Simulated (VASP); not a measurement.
Mg2O5: single point with PBE

The system is Mg2O5.

```
Mg O
1.0
     4.24406    0.00000    0.00000
    -2.12203    3.67546    0.00000
     0.00000    0.00000    7.62747
Mg O
2 5
Direct
  0.00000 0.00000 0.00000
  0.00000 0.00000 0.50000
  0.50000 0.00000 0.50000
  0.00000 0.50000 0.50000
  0.50000 0.50000 0.50000
  0.00000 0.00000 0.23905
  0.00000 0.00000 0.76095
```

```
Program             : VASP 6.6.1
Task                : single point
Functional          : PBE
Potentials or basis : VASP PAW PBE potentials, release 64 (Mg, O)
Cutoff              : 520 eV
k mesh              : 12 × 12 × 6
Occupations         : gaussian, width 0.1 eV
Spin                : collinear spin, ferromagnetic start
Starting moments    : [0.0, 0.0, 0.63, 0.63, 0.63, 0.63, 0.63] μB
```

```yaml
Pressure: -0.2 GPa
Largest_force: 0.042 eV/Å
Net_moment: 2.88 μB per cell
Site_moments: Mg -0.00, -0.01; O +0.46, +0.51 μB
Valence_electrons_inside_the_program's_atomic_spheres: Mg 0.43, 0.39; O 4.70, 4.91
```

Forces in eV/Å, atoms in the order of the input:
```
Mg   0.000  0.000  0.000
Mg   0.000  0.000  0.000
O    0.000  0.000  0.000
O    0.000  0.000  0.000
O    0.000  0.000  0.000
O    0.000  0.000  0.042
O    0.000  0.000 -0.042
```

Stress tensor (GPa, compression positive):
```
-0.29  0.00  0.00
 0.00 -0.29  0.00
 0.00  0.00 -0.14
```

Levels at points of the mesh, in eV from the Fermi level:
Spin up:
```
           k point  band 15  band 16  band 17  band 18  band 19  band 20  band 21  band 22  band 23  band 24
(0.00, 0.00, 0.00)    -1.23    -1.12    -1.12     0.41     1.65     1.65     1.78     7.39     9.44    10.02
(0.50, 0.00, 0.00)    -1.57    -1.50    -1.13    -1.02    -0.76     1.42     4.17     4.44     8.28     9.52
(0.00, 0.00, 0.50)    -1.23    -1.07    -1.07     0.41     1.65     1.65     2.01     6.66     9.99     9.99
(0.50, 0.00, 0.50)    -1.57    -1.47    -1.22    -1.06    -0.80     1.42     4.18     4.51     8.27     9.52
```
Spin down:
| k point | band 13 | band 14 | band 15 | band 16 | band 17 | band 18 | band 19 | band 20 |
| --- | --- | --- | --- | --- | --- | --- | --- | --- |
| (0.00, 0.00, 0.00) | -0.09 | 0.01 | 0.01 | 0.17 | 0.17 | 1.19 | 1.85 | 2.33 |
| (0.50, 0.00, 0.00) | -1.04 | -0.77 | -0.60 | -0.55 | -0.05 | 0.19 | 0.58 | 2.11 |
| (0.00, 0.00, 0.50) | -0.16 | 0.08 | 0.08 | 0.17 | 0.17 | 1.19 | 2.13 | 2.33 |
| (0.50, 0.00, 0.50) | -1.03 | -0.70 | -0.66 | -0.44 | -0.12 | 0.06 | 0.53 | 2.11 |

It took 5.7 min on 1 thread of Intel(R) Xeon(R) 6975P-C (Granite Rapids) (shared host), peak memory 0.53 GiB.
